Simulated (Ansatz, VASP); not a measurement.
## Two plane-wave programs on TiCo3

INCAR

```
PREC = Accurate
ENCUT = 520
EDIFF = 1E-7
ISMEAR = 0
SIGMA = 0.3
LREAL = False
LASPH = True
NELM = 150
ALGO = Fast
ISIF = 2
LWAVE = False
LCHARG = True
ISPIN = 2
MAGMOM = -0.42 1.21 1.21 1.21
LORBIT = 11
LMAXMIX = 4
GGA = PS
LELF = True
LVHAR = True
NBANDS = 32
```

File KPOINTS:

```
Automatic mesh
0
Gamma
  12 12 12
```

The input POSCAR:

```
TiCo3
1.0
    3.6140000000      0.0000000000      0.0000000000
    0.0000000000      3.6140000000      0.0000000000
    0.0000000000      0.0000000000      3.6140000000
Ti Co
1 3
Direct
    0.0000000000      0.0000000000      0.0000000000
    0.0000000000      0.5000000000      0.5000000000
    0.5000000000      0.0000000000      0.5000000000
    0.5000000000      0.5000000000      0.0000000000
```

Input for Ansatz:

```yaml
crystal:
  lattice:
    - [3.614, 0.0, 0.0]
    - [0.0, 3.614, 0.0]
    - [0.0, 0.0, 3.614]
  atoms:
    - { symbol: Ti, position: [0.0, 0.0, 0.0], spin: -0.42 }
    - { symbol: Co, position: [0.0, 0.5, 0.5], spin: 1.21 }
    - { symbol: Co, position: [0.5, 0.0, 0.5], spin: 1.21 }
    - { symbol: Co, position: [0.5, 0.5, 0.0], spin: 1.21 }
basis:
  ecutwfc: 420
kpoints:
  mp_grid: { grid: [12, 12, 12] }
hamiltonian:
  xc: pbesol
scf:
  occupations: { method: gaussian, width: 0.3 }
output:
  forces: true
  stress: true
  eigenvalues: true
  populations: true
magnetization:
  spin_polarized: true
```

Alike in both runs: task single point; functional PBEsol; k mesh 12 × 12 × 12; occupations gaussian, width 0.3 eV; collinear spin.

```csv
,VASP,Ansatz
version,VASP 6.6.1,Ansatz 0.2.0
potentials or method,"VASP PAW PBE potentials, release 64 (Ti_sv, Co), cutoff 520 eV","scalar-relativistic, plane waves, PAW"
valence electrons in the cell,39,63
```

```csv
,VASP,Ansatz,Ansatz less VASP
gap on the k mesh at the Fermi level (eV),none,none,-
pressure (GPa),-11.2,-10.7,+0.41
net moment per atom (μB),0.60,0.61,+0.003
size of the moment on the site where the two differ most (μB),0.37,0.34,-0.033
```

VASP's potentials were made for PBE, not for PBEsol. Site moments also hang on the region over which each program counts them. A gap of «none» marks a metal or a gap that the smearing closes. VASP's potentials hold 39 valence electrons a cell and Ansatz's 63, so a difference there can come from the potentials and not from the codes.
